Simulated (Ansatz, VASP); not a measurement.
**Two plane-wave programs on Sb**

```
CELL_PARAMETERS angstrom
3.36900 0.00000 0.00000
-1.68450 2.91764 0.00000
0.00000 0.00000 4.90360
ATOMIC_POSITIONS crystal
Sb 0.33333 0.66667 0.25000
Sb 0.66667 0.33333 0.75000
```

Change from the starting cell: strain +0.000 along x and y, -0.080 along z, atoms carried along.

Alike in both runs: task single point; functional r2SCAN; k mesh 18 × 18 × 10; occupations gaussian, width 0.15 eV; no spin polarisation.

|  | VASP | Ansatz |
| --- | --- | --- |
| version | VASP 6.6.1 | Ansatz 0.2.0 |
| potentials or method | VASP PAW PBE potentials, release 64 (Sb), cutoff 520 eV | scalar-relativistic, plane waves, PAW |
| valence electrons in the cell | 10 | 30 |

Ansatz gave:

* gap on the k mesh at the Fermi level (eV): none
* pressure (GPa): 9.7
* traceless stress, the component that is largest in VASP (GPa): 0.56

Problem. Estimate VASP's values.

Solution. gap on the k mesh at the Fermi level (eV): none; pressure (GPa): 9.7; traceless stress, the component that is largest in VASP (GPa): 0.63.

VASP's potentials were made for PBE, not for r2SCAN. A gap of «none» marks a metal or a gap that the smearing closes. VASP's potentials hold 10 valence electrons a cell and Ansatz's 30, so a difference there can come from the potentials and not from the codes.

Neither program's run includes spin-orbit coupling.
